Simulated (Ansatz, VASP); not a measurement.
**MgI2: VASP beside Ansatz**

INCAR

```
SYSTEM = MgI2
PREC = Accurate
ENCUT = 520
EDIFF = 1E-7
ISMEAR = 0
SIGMA = 0.01
LREAL = .False.
LASPH = .True.
NELM = 150
ALGO = Normal
ISIF = 2
LWAVE = .False.
LCHARG = .True.
MAGMOM = 0 0 0 0 0 0 0 0 0
LORBIT = 11
LSORBIT = .True.
GGA_COMPAT = .False.
LORBMOM = .True.
GGA = PE
LVHAR = .True.
NBANDS = 29
```

The input KPOINTS:

```
Automatic mesh
0
Gamma
  6 6 4
  0 0 0
```

File POSCAR:

```
MgI2
1.0
    4.1400000000      0.0000000000      0.0000000000
   -2.0700000000      3.5853500000      0.0000000000
    0.0000000000      0.0000000000      6.8800000000
Mg I
1 2
Direct
    0.0000000000      0.0000000000      0.0000000000
    0.3333333333      0.6666666667      0.2500000000
    0.6666666667      0.3333333333      0.7500000000
```

Input for Ansatz:

```yaml
crystal:
  lattice:
    - [4.14, 0.0, 0.0]
    - [-2.07, 3.58535, 0.0]
    - [0.0, 0.0, 6.88]
  atoms:
    - { symbol: Mg, position: [0.0, 0.0, 0.0] }
    - { symbol: I, position: [0.3333333333333333, 0.6666666666666666, 0.25] }
    - { symbol: I, position: [0.6666666666666666, 0.3333333333333333, 0.75] }
kpoints:
  mp_grid:
    grid: [6, 6, 4]
    shift: [0.0, 0.0, 0.0]
hamiltonian:
  xc: pbe
magnetization:
  noncollinear: true
  spin_orbit: true
scf:
  occupations:
    method: fixed
output:
  eigenvalues: true
```

Alike in both runs: task single point; functional PBE; k mesh 6 × 6 × 4; non-collinear spin, spin-orbit coupling.

```csv
,VASP,Ansatz
version,VASP 6.6.1,Ansatz 0.2.0
potentials or method,"VASP PAW PBE potentials, release 64 (Mg, I)","plane waves, PAW"
plane-wave cutoff (eV),520,420
occupations,"gaussian, width 0.01 eV",fixed
valence electrons in the cell,16,44
```

|  | VASP | Ansatz | Ansatz less VASP |
| --- | --- | --- | --- |
| net moment per atom (μB) | 0.00 | 0.00 | 0.000 |

VASP's potentials hold 16 valence electrons a cell and Ansatz's 44, so a difference there can come from the potentials and not from the codes.
